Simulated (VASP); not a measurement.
Write the native input for VASP 6.6.1 that does the following.

```yaml
Task: single point
Functional: LDA
Potentials_or_basis: VASP PAW LDA potentials, release 64 (K_sv, F)
Cutoff: 520 eV
k_mesh: 8 × 8 × 8
Occupations: gaussian, width 0.05 eV
Spin: no spin polarisation
Dipole_correction: no
Further_INCAR_settings: ALGO = Normal; EDIFF = 1e-07; NBANDS = 15
```

The structure of KF lies in POSCAR:

```
KF
1.0
    0.0000000000      2.5817196783      2.8721631421
    2.6720798670      0.0000000000      2.8721631421
    2.6720798670      2.5817196783      0.0000000000
K F
1 1
Direct
    0.0000000000      0.0000000000      0.0000000000
    0.5000000000      0.5000000000      0.5000000000
```

This cell differs from its parent crystal: normal strain along x +0.0350, normal strain along z +0.1125.

One way to write it, as run:

INCAR

```
SYSTEM = KF
PREC = Accurate ; ENCUT = 520
EDIFF = 1E-7 ; ISMEAR = 0
SIGMA = 0.05 ; LREAL = .False.
LASPH = .True. ; NELM = 100
ALGO = Normal ; ISIF = 2
LWAVE = .False. ; LCHARG = .True.
LELF = .True. ; LVHAR = .True.
NBANDS = 15
```

KPOINTS

```
regular mesh
0
Gamma
  8 8 8
  0 0 0
```

Potentials or basis: VASP PAW LDA potentials, release 64 (K_sv, F).

The run is started by

```console
$ cat potpaw_LDA.64/K_sv/POTCAR potpaw_LDA.64/F/POTCAR > POTCAR
$ mpirun -np 1 vasp_std > vasp.out
```

Results of the run:

| Property | Result |
| --- | --- |
| Pressure | -3.6 GPa |
| Band gap on the k mesh | 5.50 eV, direct |

Caveat: the cell differs from its parent crystal (normal strain along x +0.0350, normal strain along z +0.1125).

It took 31 s on 1 thread of AMD EPYC 9R45 96-Core Processor (Zen 5), with other jobs on the host, peak memory 0.15 GiB.
